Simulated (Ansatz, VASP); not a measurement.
**ZnSe in VASP and in Ansatz**

The input INCAR:

```
SYSTEM = ZnSe
PREC = Accurate
ENCUT = 520
EDIFF = 1E-6
ISMEAR = 0
SIGMA = 0.05
LREAL = .FALSE.
LASPH = .TRUE.
NELM = 80
ALGO = Normal
ISIF = 2
LWAVE = .FALSE.
LCHARG = .FALSE.
GGA = PE
NBANDS = 16
```

The input KPOINTS:

```
regular mesh
0
G
  12 12 12
  0 0 0
```

The input POSCAR:

```
ZnSe
1.0
    0.0000000000      2.4916091480      2.4916091480
    2.4916091480      0.0000000000      2.4916091480
    2.4916091480      2.4916091480      0.0000000000
Se Zn
1 1
Direct
    0.0000000000      0.0000000000      0.0000000000
    0.5000000000      0.5000000000      0.5000000000
```

Input for Ansatz:

```yaml
crystal:
  lattice:
    - [0.0, 2.491609148, 2.491609148]
    - [2.491609148, 0.0, 2.491609148]
    - [2.491609148, 2.491609148, 0.0]
  atoms:
    - { symbol: Se, position: [0.0, 0.0, 0.0] }
    - { symbol: Zn, position: [0.5, 0.5, 0.5] }
basis:
  ecutwfc: 420
  ecutrho_ratio: 4
kpoints:
  mp_grid: { grid: [12, 12, 12] }
hamiltonian:
  xc: pbe
scf:
  occupations: { method: gaussian, width: 0.05 }
output:
  forces: true
  stress: true
  eigenvalues: true
```

Alike in both runs: task single point; functional PBE; k mesh 12 × 12 × 12; occupations gaussian, width 0.05 eV; no spin polarisation.

|  | VASP | Ansatz |
| --- | --- | --- |
| version | VASP 6.6.1 | Ansatz 0.2.0 |
| potentials or method | VASP PAW PBE potentials, release 64 (Se, Zn), cutoff 520 eV | scalar-relativistic, plane waves, PAW |
| valence electrons in the cell | 18 | 28 |

|  | VASP | Ansatz | Ansatz less VASP |
| --- | --- | --- | --- |
| gap on the k mesh at the Fermi level (eV) | none | none | - |
| pressure (GPa) | 26.9 | 26.3 | -0.60 |

A gap of «none» marks a metal or a gap that the smearing closes. With one functional, cell and mesh, what is left measures potentials, basis and numerics. VASP's potentials hold 18 valence electrons a cell and Ansatz's 28, so a difference there can come from the potentials and not from the codes.
